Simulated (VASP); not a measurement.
Write the native input for VASP 6.6.1 that does the following.

```yaml
Task: single point
Functional: r2SCAN
Dispersion: D3(BJ)
Potentials_or_basis: VASP PAW PBE potentials, release 64 (Y_sv)
Cutoff: 520 eV
k_mesh: 8 × 8 × 8
Occupations: fermi-dirac, width 0.05 eV
Spin: no spin polarisation
Dipole_correction: no
Further_INCAR_settings: ALGO = Normal; EDIFF = 1e-06; NBANDS = 12
```

Crystal: Y.

```
CELL_PARAMETERS angstrom
2.84702 0.00000 0.00000
0.00000 2.84702 0.00000
0.00000 0.00000 2.84702
ATOMIC_POSITIONS crystal
Y 0.00000 0.00000 0.00000
```

This isn't the form of Y at room conditions, which is hcp.

One way to write it, as run:

POSCAR

```
Y
1.0
    2.8470188147      0.0000000000      0.0000000000
    0.0000000000      2.8470188147      0.0000000000
    0.0000000000      0.0000000000      2.8470188147
Y
1
Direct
    0.0000000000      0.0000000000      0.0000000000
```

INCAR.step1

```
  PREC = Accurate
  ENCUT = 520
  ISMEAR = -1
  SIGMA = 0.05
  LREAL = F
  LASPH = T
  NELM = 100
  NBANDS = 12
  GGA = PE
  ALGO = Normal
  EDIFF = 1E-4
  LWAVE = T
  LCHARG = F
```

INCAR.step2

```
  PREC = Accurate
  ENCUT = 520
  EDIFF = 1E-6
  ISMEAR = -1
  SIGMA = 0.05
  LREAL = F
  LASPH = T
  NELM = 100
  ALGO = Normal
  ISIF = 2
  LWAVE = F
  LCHARG = T
  METAGGA = R2SCAN
  LMIXTAU = T
  IVDW = 12
  VDW_S6 = 1.0
  VDW_S8 = 0.78981345
  VDW_A1 = 0.49484001
  VDW_A2 = 5.73083694
  LELF = T
  LVHAR = T
  NBANDS = 12
  ISTART = 1
```

KPOINTS

```
Automatic mesh
0
Gamma
  8 8 8
```

Potentials or basis: VASP PAW PBE potentials, release 64 (Y_sv).

The run is started by

```bash
$ cat potpaw_PBE.64/Y_sv/POTCAR > POTCAR
$ cp INCAR.step1 INCAR
$ mpirun -np 1 vasp_std > vasp.out
$ cp INCAR.step2 INCAR
$ mpirun -np 1 vasp_std > vasp.out
```

It gave:

| Property | Result |
| --- | --- |
| Pressure | 20.1 GPa |
| Band gap on the k mesh | zero (an odd number of electrons rules out a gap without spin polarisation) |
| Dispersion energy per atom | -0.229 eV |

Caveat: the cell stands under pressure; the PAW data sets were made with another functional, which shifts forces and pressure a little.

Run time: 35 s on 1 thread of Intel(R) Xeon(R) 6975P-C (Granite Rapids), with other jobs on the host, peak memory 0.17 GiB.
